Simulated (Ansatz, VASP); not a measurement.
Be: VASP beside Ansatz

```
Be
1.0
     2.26996    0.00000    0.00000
    -1.13498    1.96584    0.00000
     0.00000    0.00000    3.56014
Be
2
Direct
  0.66667 0.33333 0.75000
  0.33333 0.66667 0.25000
```

Change from the starting cell: volume scaled by 0.98.

Alike in both runs: task single point; functional PBEsol; k mesh 13 × 13 × 8; occupations fermi-dirac, width 0.05 eV; no spin polarisation.

```csv
,VASP,Ansatz
version,VASP 6.6.1,Ansatz 0.2.0
potentials or method,"VASP PAW PBE potentials, release 64 (Be), cutoff 520 eV","all-electron LAPW, scalar-relativistic"
```

Ansatz gave:

- gap on the k mesh at the Fermi level (eV): none
- pressure (GPa): -1.6
- traceless stress, the component that is largest in VASP (GPa): -0.35

Problem. What did VASP give for the same quantities?

Solution. gap on the k mesh at the Fermi level (eV): none; pressure (GPa): -1.2; traceless stress, the component that is largest in VASP (GPa): -0.30.

VASP's potentials were made for PBE, not for PBEsol. A gap of «none» marks a metal or a gap that the smearing closes. Ansatz ran all-electron here, and VASP with PAW potentials.
